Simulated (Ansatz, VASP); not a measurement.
## Zn: VASP beside Ansatz

```
Zn
1.0
     2.64691    0.00000    0.00000
    -1.32346    2.29229    0.00000
     0.00000    0.00000    4.91350
Zn
2
Direct
  0.33333 0.66667 0.25000
  0.66667 0.33333 0.75000
```

Change from the starting cell: volume scaled by 0.98, crystal datasets.

Alike in both runs: task electric field gradients; functional PBEsol; k mesh 16 × 16 × 8; occupations fermi-dirac, width 0.03 eV; no spin polarisation.

|  | VASP | Ansatz |
| --- | --- | --- |
| version | VASP 6.6.1 | Ansatz 0.2.0 |
| potentials or method | VASP PAW PBE potentials, release 64 (Zn), cutoff 520 eV | all-electron PAW with datasets made for the crystal, scalar-relativistic |

```csv
,VASP,Ansatz,Ansatz less VASP
pressure (GPa),-3.8,-4.1,-0.36
"traceless stress, the component that is largest in VASP (GPa)",-0.10,0.01,+0.112
size of Vzz on the site where it differs most (V/Å²),39.0,38.6,-0.43
```

VASP's potentials were made for PBE, not for PBEsol. Ansatz ran all-electron here, and VASP with PAW potentials.
